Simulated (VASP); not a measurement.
# InAs (Fm-3m) in VASP: further runs, part 3 of 3

VASP 6.6.1.

## Step 5: Single point, HSE06

Contents of POSCAR:

```
InAs
1.0
    0.0000000000      2.8414337288      2.8414337288
    2.8414337288      0.0000000000      2.8414337288
    2.8414337288      2.8414337288      0.0000000000
In As
1 1
Direct
    0.0000000000      0.0000000000      0.0000000000
    0.5000000000      0.5000000000      0.5000000000
```

Contents of INCAR.step1:

```
  PREC = Accurate
  ENCUT = 520
  EDIFF = 1E-5
  ISMEAR = -1
  SIGMA = 0.02
  LREAL = F
  LASPH = T
  NELM = 60
  ALGO = Normal
  ISIF = 2
  LWAVE = T
  NBANDS = 16
  GGA = PE
```

Contents of INCAR.step2:

```
  PREC = Accurate
  ENCUT = 520
  EDIFF = 1E-7
  ISMEAR = -1
  SIGMA = 0.02
  LREAL = F
  LASPH = T
  NELM = 60
  ALGO = Normal
  ISIF = 2
  LWAVE = F
  LCHARG = T
  GGA = PE
  LHFCALC = T
  HFSCREEN = 0.2079
  PRECFOCK = Normal
  LELF = T
  LVHAR = T
  NBANDS = 16
  ISTART = 1
```

Contents of KPOINTS:

```
Automatic mesh
0
Gamma
  4 4 4
```

Potentials or basis: VASP PAW PBE potentials, release 64 (In_d, As).

Command:

```bash
$ cat potpaw_PBE.64/In_d/POTCAR potpaw_PBE.64/As/POTCAR > POTCAR
$ cp INCAR.step1 INCAR
$ mpirun -np 1 vasp_std > vasp.out
$ cp INCAR.step2 INCAR
$ mpirun -np 1 vasp_std > vasp.out
```

OUTCAR:

```text
PREC = Accurate
   ENCUT = 520
   EDIFF = 1E-7
   ISMEAR = -1
   LREAL = F
   LASPH = T
   NELM = 60
   ISIF = 2
   GGA = PE
   LHFCALC = T
   HFSCREEN = 0.2079
   PRECFOCK = Normal
   ISTART = 1

 ion  position               nearest neighbor table
   1  0.000  0.000  0.000-   2 2.84   2 2.84   2 2.84   2 2.84   2 2.84   2 2.84
   2  0.500  0.500  0.500-   1 2.84   1 2.84   1 2.84   1 2.84   1 2.84   1 2.84

  LATTYP: Found a face centered cubic cell.
 ALAT       =     5.6828674576

  Lattice vectors:

 A1 = (   0.0000000000,   2.8414337288,   2.8414337288)
 A2 = (   2.8414337288,   0.0000000000,   2.8414337288)
 A3 = (   2.8414337288,   2.8414337288,   0.0000000000)

Analysis of symmetry for initial positions (statically):
=====================================================================
 Subroutine PRICEL returns:
 Original cell was already a primitive cell.

 Routine SETGRP: Setting up the symmetry group for a
 face centered cubic supercell.

 Subroutine GETGRP returns: Found 48 space group operations
[... 9 lines left out ...]

 Routine SETGRP: Setting up the symmetry group for a
 face centered cubic supercell.

 Subroutine GETGRP returns: Found 48 space group operations
[... 11 lines left out ...]
                                     Primitive cell

  volume of cell :      45.8820

  direct lattice vectors                    reciprocal lattice vectors
     0.000000000  2.841433729  2.841433729    -0.175967504  0.175967504  0.175967504
     2.841433729  0.000000000  2.841433729     0.175967504 -0.175967504  0.175967504
     2.841433729  2.841433729  0.000000000     0.175967504  0.175967504 -0.175967504

  length of vectors
     4.018394116  4.018394116  4.018394116     0.304784657  0.304784657  0.304784657

  position of ions in fractional coordinates (direct lattice)
     0.000000000  0.000000000  0.000000000
     0.500000000  0.500000000  0.500000000

  ion indices of the primitive-cell ions
   primitive index   ion index
                 1           1
                 2           2

----------------------------------------------------------------------------------------

 KPOINTS: Automatic mesh

Automatic generation of k-mesh.
 Grid dimensions read from file:
 generate k-points for:    4    4    4

 Generating k-lattice:

  Cartesian coordinates                     Fractional coordinates (reciprocal lattice)
    -0.043991876  0.043991876  0.043991876     0.250000000  0.000000000  0.000000000
     0.043991876 -0.043991876  0.043991876     0.000000000  0.250000000  0.000000000
     0.043991876  0.043991876 -0.043991876     0.000000000  0.000000000  0.250000000

  Length of vectors
     0.076196164  0.076196164  0.076196164

  Shift w.r.t. Gamma in fractional coordinates (k-lattice)
     0.000000000  0.000000000  0.000000000

 Subroutine IBZKPT returns following result:
 ===========================================

 Found      8 irreducible k-points:

 Following reciprocal coordinates:
            Coordinates               Weight
  0.000000  0.000000  0.000000      1.000000
  0.250000  0.000000  0.000000      8.000000
  0.500000  0.000000  0.000000      4.000000
  0.250000  0.250000  0.000000      6.000000
  0.500000  0.250000  0.000000     24.000000
 -0.250000  0.250000  0.000000     12.000000
  0.500000  0.500000  0.000000      3.000000
 -0.250000  0.500000  0.250000      6.000000
   k-points           NKPTS =      8   k-points in BZ     NKDIM =     64   number of bands    NBANDS=     16
   number of dos      NEDOS =    301   number of ions     NIONS =      2
   total plane-waves  NPLWV =  27000
   dimension x,y,z NGX =    30 NGY =   30 NGZ =   30
   dimension x,y,z NGXF=    60 NGYF=   60 NGZF=   60
   ions per type =               1   1
   NGX,Y,Z   is equivalent  to a cutoff of  12.41, 12.41, 12.41 a.u.
   NGXF,Y,Z  is equivalent  to a cutoff of  24.82, 24.82, 24.82 a.u.
 SYSTEM =  unknown system
   PREC   = accura    normal or accurate (medium, high low for compatibility)
   ISTART =      1    job   : 0-new  1-cont  2-samecut
   ICHARG =      0    charge: 1-file 2-atom 10-const
   ISPIN  =      1    spin polarized calculation?
   LNONCOLLINEAR =      F non collinear calculations
   LSORBIT =      F    spin-orbit coupling
   LASPH  =      T    aspherical Exc in radial PAW
   ENCUT  =  520.0 eV  38.22 Ry    6.18 a.u.   7.47  7.47  7.47*2*pi/ulx,y,z
   NELM   =     60;   NELMIN=  2; NELMDL=  0     # of ELM steps
   EDIFF  = 0.1E-06   stopping-criterion for ELM
   LREAL  =      F    real-space projection
   EDIFFG = 0.1E-05   stopping-criterion for IOM
   NSW    =      0    number of steps for IOM
   IBRION =     -1    ionic relax: 0-MD 1-quasi-New 2-CG
   NFREE  =      0    steps in history (QN), initial steepest desc. (CG)
   ISIF   =      2    stress and relaxation
   ISYM   =      3    0-nonsym 1-usesym 2-fastsym
   POTIM  = 0.5000    time-step for ionic-motion
   TEBEG  =    0.0;   TEEND  =   0.0 temperature during run
   PSTRESS=    0.0 pullay stress
   NELECT =      18.0000    total number of electrons
   NUPDOWN=      -1.0000    fix difference up-down
   EMIN   =  10.00;   EMAX   =-10.00  energy-range for DOS
   EFERMI =   0.00;   METHOD = LEGACY
   ISMEAR =    -1;   SIGMA  =   0.02  broadening in eV -4-tet -1-fermi 0-gaus
   EFERMI_NEDOS =   21; number of points for ismear=-14 and -15
   IALGO  =     38    algorithm
   IMIX   =      1    mixing-type and parameters
     AMIX     =   0.40;   BMIX     =  1.00
     AMIX_MAG =   1.60;   BMIX_MAG =  1.00
  volume/ion in A,a.u.               =      22.94       154.81
  Fermi-wavevector in a.u.,A,eV,Ry     =   1.198445  2.264733 19.541648  1.436271
  Thomas-Fermi vector in A             =   2.334334
   LORBIT       =      0    0 simple, 1 ext, 2 COOP (PROOUT), +10 PAW based schemes
   GGA     = PE    functional components
   LHFCALC =     T    Hartree Fock is set to
   PRECFOCK=normal    Normal, Fast or Accurate (Low or Medium for compatibility)
   ENCUT4O =  -1.0   cutoff for four orbital integrals eV
   NKREDX  =     1    reduce k-point grid by
   NKREDY  =     1    reduce k-point grid by
   NKREDZ  =     1    reduce k-point grid by
   AEXX    =    0.2500 exact exchange contribution
   HFSCREEN=    0.2079 screening length (either q_TF or 0.3 A-1)
   HFSCREENC=   0.2079 screening length for correlation (either q_TF or 0.3 A-1)
   ENCUTFOCK=  -1.0 apply spherical cutoff to Coloumb kernel
   IVDW    =     0    specifies the selected vdW correction
   LEPSILON=     F    determine dielectric tensor
   LRPA    =     F    only Hartree local field effects (RPA)
 non-spin polarized calculation
  energy-cutoff  :      520.00
  volume of cell :       45.88
 maximum number of plane-waves:      1243
 NGX is ok and might be reduce to    30
  NGX = 24; NGY = 24; NGZ = 24

 number of electron      17.9999990 magnetization

 Free energy of the ion-electron system (eV)
  ---------------------------------------------------
  ext. energy  EPLUGINS =         0.00000000
  ---------------------------------------------------
  free energy    TOTEN  =        -8.36517363 eV

  energy without entropy =       -8.36168308  energy(sigma->0) =       -8.36342835

 E-fermi :   6.3488     XC(G=0):  -8.4959

 val. band max:        6.3487482503   @ k =   0.5000   0.0000   0.0000
 cond. band min:       6.7541271472   @ k =   0.5000   0.2500   0.0000
 fundamental gap:      0.4053788969
 Fermi energy:         6.3487817604

 k-point     1 :       0.0000    0.0000    0.0000
  band No.  band energies     occupation
      1     -10.3967      2.00000
      2     -10.3967      2.00000
      3     -10.3698      2.00000
      4     -10.3698      2.00000
      5     -10.3698      2.00000
      6      -7.5307      2.00000
[... 8 lines left out ...]
     15      14.7425      0.00000
     16      14.7425      0.00000

 k-point     2 :       0.2500    0.0000    0.0000
  band No.  band energies     occupation
      1     -10.4244      2.00000
      2     -10.4244      2.00000
      3     -10.3721      2.00000
      4     -10.3415      2.00000
      5     -10.3415      2.00000
      6      -6.7591      2.00000
[... 8 lines left out ...]
     15      15.6894      0.00000
     16      15.6894      0.00000
[... 83 lines left out ...]
      5     -10.2845      2.00000
      6      -4.4408      2.00000
[... 8 lines left out ...]
     15      20.3629      0.00000
     16      21.7606      0.00000

 k-point     8 :      -0.2500    0.5000    0.2500
  band No.  band energies     occupation
      1     -10.5952      2.00000
      2     -10.4084      2.00000
      3     -10.3509      2.00000
      4     -10.3509      2.00000
      5     -10.2845      2.00000
      6      -4.4115      2.00000
[... 8 lines left out ...]
     15      18.1886      0.00000
     16      21.8219      0.00000

------------------------ aborting loop because EDIFF is reached ----------------------------------------

  FORCE on cell =-STRESS in cart. coord.  units (eV):
  Direction    XX          YY          ZZ          XY          YZ          ZX
  --------------------------------------------------------------------------------------
  -------------------------------------------------------------------------------------
  Total        0.1209451      0.1209451      0.1209451      0.0000000      0.0000000      0.0000000
  in kB        4.2233427      4.2233427      4.2233427      0.0000000      0.0000000      0.0000000
  external PRESSURE =       4.2233427 kB  Pullay stress =       0.0000000 kB

 VOLUME and BASIS-vectors are now :
 -----------------------------------------------------------------------------
  energy-cutoff  :      520.00
  volume of cell :       45.88
      direct lattice vectors                 reciprocal lattice vectors
     0.000000000  2.841433729  2.841433729    -0.175967504  0.175967504  0.175967504
     2.841433729  0.000000000  2.841433729     0.175967504 -0.175967504  0.175967504
     2.841433729  2.841433729  0.000000000     0.175967504  0.175967504 -0.175967504

 POSITION                                       TOTAL-FORCE (eV/Angst)
 -----------------------------------------------------------------------------------
      0.00000      0.00000      0.00000        -0.000000     -0.000000     -0.000000
      2.84143      2.84143      2.84143         0.000000      0.000000      0.000000
 -----------------------------------------------------------------------------------
    total drift:                               -0.000001     -0.000001     -0.000001

  FREE ENERGIE OF THE ION-ELECTRON SYSTEM (eV)
  ---------------------------------------------------
  free  energy   TOTEN  =        -8.3651736253 eV

  energy  without entropy=       -8.3616830797  energy(sigma->0) =       -8.36342835
```

Wall time 22 min (1 thread of AMD EPYC 7R43 (Zen 3), shared host); peak memory 0.23 GiB.

Results:

| Quantity | Value |
| --- | --- |
| Free energy | -8.3652 eV |
| Pressure | 0.4 GPa |
| Band gap on the k mesh | zero (band 9 reaches 6.35 eV, above the bottom of band 10 at 3.51 eV) |

Caveat: the k points lie up to 0.48 Å⁻¹ apart; the PAW data sets were made with another functional, which shifts forces and pressure a little; spin-orbit coupling is left out, which moves the levels of the heavy elements.

## Step 6: Single point, PBE-based screened hybrid

POSCAR is that of step 5.

Contents of INCAR.step1:

```
SYSTEM = InAs
ALGO = Normal
EDIFF = 1E-5
ENCUT = 520
GGA = PE
ISIF = 2
ISMEAR = -1
LASPH = .True.
LCHARG = .False.
LREAL = .False.
LWAVE = .True.
NBANDS = 16
NELM = 100
PREC = Accurate
SIGMA = 0.02
```

Contents of INCAR.step2:

```
SYSTEM = InAs
AEXX = 1.0
AGGAC = 1.0
ALDAC = 1.0
ALGO = Normal
EDIFF = 1E-6
ENCUT = 520
GGA = PE
HFSCREEN = 0.5
ISIF = 2
ISMEAR = -1
ISTART = 1
LASPH = .True.
LCHARG = .False.
LHFCALC = .True.
LREAL = .False.
LWAVE = .False.
NBANDS = 16
NELM = 100
PREC = Accurate
PRECFOCK = Normal
SIGMA = 0.02
```

Contents of KPOINTS:

```
k-points
0
Gamma
  4 4 4
  0 0 0
```

Potentials or basis: VASP PAW PBE potentials, release 64 (In_d, As).

Command:

```bash
$ cat potpaw_PBE.64/In_d/POTCAR potpaw_PBE.64/As/POTCAR > POTCAR
$ cp INCAR.step1 INCAR
$ mpirun -np 1 vasp_std > vasp.out
$ cp INCAR.step2 INCAR
$ mpirun -np 1 vasp_std > vasp.out
```

Run time: 16 min. Hardware: 1 thread of AMD EPYC 7R43 (Zen 3), shared host; peak memory 0.23 GiB.

Results (log left out):

```
Free energy            : -10.3818 eV
Pressure               : -4.0 GPa
Band gap on the k mesh : zero (band 9 reaches 5.90 eV, above the bottom of band 10 at 3.44 eV)
```

Levels at points of the mesh, in eV from the Fermi level:
| k point | band 7 | band 8 | band 9 | band 10 | band 11 | band 12 |
| --- | --- | --- | --- | --- | --- | --- |
| (0.00, 0.00, 0.00) | -0.37 | -0.37 | -0.37 | 1.02 | 8.25 | 8.25 |
| (0.50, 0.00, 0.00) | -7.99 | -0.01 | -0.01 | 3.19 | 4.20 | 4.20 |
| (0.50, 0.50, 0.00) | -6.05 | -2.96 | -2.96 | -2.47 | 4.45 | 11.87 |

Caveat: the k points lie up to 0.48 Å⁻¹ apart; the PAW data sets were made with another functional, which shifts forces and pressure a little; spin-orbit coupling is left out, which moves the levels of the heavy elements.

## Step 7: Overview

```csv
level,k mesh,grid for exact exchange (PRECFOCK),screening parameter,share of exact exchange,gap on the mesh (eV),pressure (GPa)
PBE,5 × 5 × 5,-,-,-,none,2.7
PBE,6 × 6 × 6,-,-,-,none,2.6
HSE06,4 × 4 × 4,Normal,0.2079 1/Å,-,none,0.4
PBE-based screened hybrid,4 × 4 × 4,Normal,0.5 1/Å,1,none,-4.0
```

Alike in all rows: task single point; potentials or basis VASP PAW PBE potentials, release 64 (In_d, As); no spin polarisation; cell as given; cutoff (eV) 520; smearing fermi-dirac 0.02 eV.

Caveats: some runs use coarse meshes; spin-orbit coupling is left out, which moves the levels of the heavy elements; the PAW data sets were made with another functional, which shifts forces and pressure a little (some runs).

Total energies depend on the potentials used, so only differences within one code and one set of settings carry meaning.
